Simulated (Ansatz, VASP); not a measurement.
## One calculation of Co, two programs

```
Co
1.0
     4.43983    0.00000    0.00000
     0.00000    4.43983    0.00000
     0.00000    0.00000    4.43983
Co
8
Direct
  0.50000 0.50000 0.50000
  0.00000 0.00000 0.00000
  0.25000 0.00000 0.50000
  0.50000 0.25000 0.00000
  0.50000 0.75000 0.00000
  0.75000 0.00000 0.50000
  0.00000 0.50000 0.75000
  0.00000 0.50000 0.25000
```

Alike in both runs: functional r2SCAN; k mesh 8 × 8 × 8; occupations gaussian, width 0.1 eV; collinear spin.

Ansatz relaxed the structure, and its values are those at the end. VASP's run is a single point on that final structure, the one shown.

|  | VASP | Ansatz |
| --- | --- | --- |
| version | VASP 6.6.1 | Ansatz 0.2.0 |
| potentials or method | VASP PAW PBE potentials, release 64 (Co), cutoff 520 eV | scalar-relativistic, plane waves, PAW |
| valence electrons in the cell | 72 | 136 |

VASP gave:

```
gap on the k mesh at the Fermi level (eV)                     : none
pressure (GPa)                                                : -0.1
net moment per atom (μB)                                      : 1.86
size of the moment on the site where the two differ most (μB) : 1.89
```

Task: Which values does Ansatz return?

Result: gap on the k mesh at the Fermi level (eV): none; pressure (GPa): 0.0; net moment per atom (μB): 1.87; size of the moment on the site where the two differ most (μB): 1.96.

VASP's potentials were made for PBE, not for r2SCAN. Site moments also hang on the region over which each program counts them. A gap of «none» marks a metal or a gap that the smearing closes. The functional is the same, so the differences come from potentials, cutoffs and numerics. VASP's potentials hold 72 valence electrons a cell and Ansatz's 136, so a difference there can come from the potentials and not from the codes.
